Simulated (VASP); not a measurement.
**AlN: single point with PBE**

AlN:

```
CELL_PARAMETERS angstrom
0.00000 1.99110 1.99110
1.99110 0.00000 1.99110
1.99110 1.99110 0.00000
ATOMIC_POSITIONS crystal
Al 0.00000 0.00000 0.00000
N 0.50000 0.50000 0.50000
```

* Program: VASP 6.6.1
* Task: single point
* Functional: PBE
* Potentials or basis: VASP PAW PBE potentials, release 64 (Al, N)
* Cutoff: 600 eV
* k mesh: 13 × 13 × 13
* Occupations: fermi-dirac, width 0.02 eV
* Spin: no spin polarisation
* Dipole correction: no
* Further INCAR settings: ALGO = Normal; EDIFF = 1e-06; NBANDS = 11

| Quantity | Value |
| --- | --- |
| Pressure | 18.4 GPa |
| Band gap on the k mesh | 5.15 eV (least direct gap 6.35 eV) |

Levels at points of the mesh, in eV from the valence-band top:
```tsv
k point	band 1	band 2	band 3	band 4	band 5	band 6	band 7	band 8	band 9
(0.00, 0.00, 0.00)	-17.98	0.00	0.00	0.00	6.35	12.31	12.31	12.31	17.58
```

Run time: 5.6 s on 1 thread of Intel(R) Xeon(R) 6975P-C (Granite Rapids), with other jobs on the host, peak memory 0.14 GiB.

Caveat: the cell stands under pressure; an odd mesh through Γ misses points on the zone boundary, where band edges can lie.
